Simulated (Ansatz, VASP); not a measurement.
# One calculation of CuO, two programs

```xyz
4
Lattice="1.9773 -1.9783 0.1630 1.9773 1.9783 0.1630 -0.3834 0.0000 5.1353" Properties=species:S:1:pos:R:3 pbc="T T T"
Cu    0.9887    0.9891    0.0815
Cu    0.7970   -0.9891    2.6491
O     1.8815   -0.0003    1.4468
O     1.6898    0.0003    4.0144
```

Change from the starting cell: strain -0.050 along x and y, +0.000 along z, atoms carried along.

Alike in both runs: task single point; functional PBE; k mesh 16 × 16 × 10; occupations gaussian, width 0.15 eV; no spin polarisation.

```csv
,VASP,Ansatz
version,VASP 6.6.1,Ansatz 0.2.0
potentials or method,"VASP PAW PBE potentials, release 64 (Cu, O), cutoff 520 eV","scalar-relativistic, plane waves, PAW"
valence electrons in the cell,34,50
```

```csv
,VASP,Ansatz,Ansatz less VASP
gap on the k mesh at the Fermi level (eV),none,none,-
pressure (GPa),17.8,16.8,-0.97
"traceless stress, the component that is largest in VASP (GPa)",-0.67,-0.58,+0.086
rms of the force components (eV/Å),0.030,0.028,-0.0018
```

Atom by atom the forces differ by 0.002 eV/Å (rms over components). A gap of «none» marks a metal or a gap that the smearing closes. VASP's potentials hold 34 valence electrons a cell and Ansatz's 50, so a difference there can come from the potentials and not from the codes.
